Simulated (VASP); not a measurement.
Set up this calculation in VASP 6.6.1, as the native input.

```
Task                   : single point
Functional             : PBE
Potentials or basis    : VASP PAW PBE potentials, release 64 (Ti_sv, O)
Cutoff                 : 520 eV
k mesh                 : 6 × 6 × 8
Occupations            : gaussian, width 0.01 eV
Spin                   : no spin polarisation
Dipole correction      : no
Further INCAR settings : ALGO = Normal; EDIFF = 1e-06; NBANDS = 33
```

The structure of TiO2 lies in POSCAR:

```
TiO2
1.0
   -1.8912700000      1.8912700000      4.8075110000
    1.8912700000     -1.8912700000      4.8075110000
    1.8912700000      1.8912700000     -4.8075110000
Ti O
2 4
Direct
    0.0000000000      0.0000000000      0.0000000000
    0.7500000000      0.2500000000      0.5000000000
    0.9571520000      0.4571520000      0.5000000000
    0.2071520000      0.2071520000      0.0000000000
    0.5428480000      0.0428480000      0.5000000000
    0.7928480000      0.7928480000      0.0000000000
```

These files were run (other wordings do the same):

INCAR

```
SYSTEM = TiO2
PREC = Accurate ; ENCUT = 520
EDIFF = 1E-6 ; ISMEAR = 0
SIGMA = 0.01 ; LREAL = .False.
LASPH = .True. ; NELM = 80
ALGO = Normal ; ISIF = 2
LWAVE = .False. ; LCHARG = .False.
GGA = PE ; NBANDS = 33
```

KPOINTS

```
regular mesh
0
Gamma
  6 6 8
  0 0 0
```

Potentials or basis: VASP PAW PBE potentials, release 64 (Ti_sv, O).

Launch:

```console
$ cat potpaw_PBE.64/Ti_sv/POTCAR potpaw_PBE.64/O/POTCAR > POTCAR
$ mpirun -np 1 vasp_std > vasp.out
```

Results of the run:

```
Pressure               : 4.1 GPa
Largest force          : 0.068 eV/Å
Band gap on the k mesh : 2.15 eV (least direct gap 2.55 eV)
```

Caveat: the cell stands under pressure.

Wall time 5.2 min on 1 thread of Intel(R) Xeon(R) Platinum 8488C (Sapphire Rapids) (shared host), peak memory 0.34 GiB.
